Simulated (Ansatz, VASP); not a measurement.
# Ge3N in VASP and in Ansatz

```
Ge N
1.0
     0.00000    3.41436    3.41436
     3.41436    0.00000    3.41436
     3.41436    3.41436    0.00000
Ge N
3 1
Direct
  0.00000 0.00000 0.00000
  0.25000 0.25000 0.25000
  0.75000 0.75000 0.75000
  0.50000 0.50000 0.50000
```

Alike in both runs: task single point; functional PBE; k mesh 4 × 4 × 4; occupations gaussian, width 0.1 eV; no spin polarisation.

```csv
,VASP,Ansatz
version,VASP 6.6.1,Ansatz 0.2.0
potentials or method,"VASP PAW PBE potentials, release 64 (Ge_d, N), cutoff 520 eV","scalar-relativistic, plane waves, PAW"
valence electrons in the cell,47,47
```

```csv
,VASP,Ansatz,Ansatz less VASP
gap on the k mesh at the Fermi level (eV),none,none,-
pressure (GPa),-12.8,-12.8,+0.02
```

A gap of «none» marks a metal or a gap that the smearing closes.

The k mesh is coarse, so the values compare programs but aren't converged.
